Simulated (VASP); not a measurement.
Runs of VASP 6.6.1 on W. It takes space group Fm-3m (No. 225, cubic). Conventional cell: a = 4.060 Å, b = 4.060 Å, c = 4.060 Å, α = 90.00°, β = 90.00°, γ = 90.00°. Within 3.8 Å of W (site symmetry m-3m) lie 12 W at 2.87 Å. 

| smearing | gap on the mesh (eV) | pressure (GPa) |
| --- | --- | --- |
| gaussian 0.3 eV | none | -11.8 |
| gaussian 0.2 eV | none | -11.9 |
| gaussian 0.05 eV | none | -11.9 |
| gaussian 0.1 eV | none | (a) |

Alike in all rows: task single point; level PBEsol; potentials or basis VASP PAW PBE potentials, release 64 (W_sv); no spin polarisation; cell as given; k mesh 13 × 13 × 13; cutoff (eV) 500.

Fill in the values left out.

(a) -12.0.

Caveats: the PAW data sets were made with another functional, which shifts forces and pressure a little; spin-orbit coupling is left out, which moves the levels of the heavy elements.

A k mesh can miss the band edges, and the runs leave out spin-orbit coupling on W.

A gap of «none» marks levels without a gap at the run's occupations.
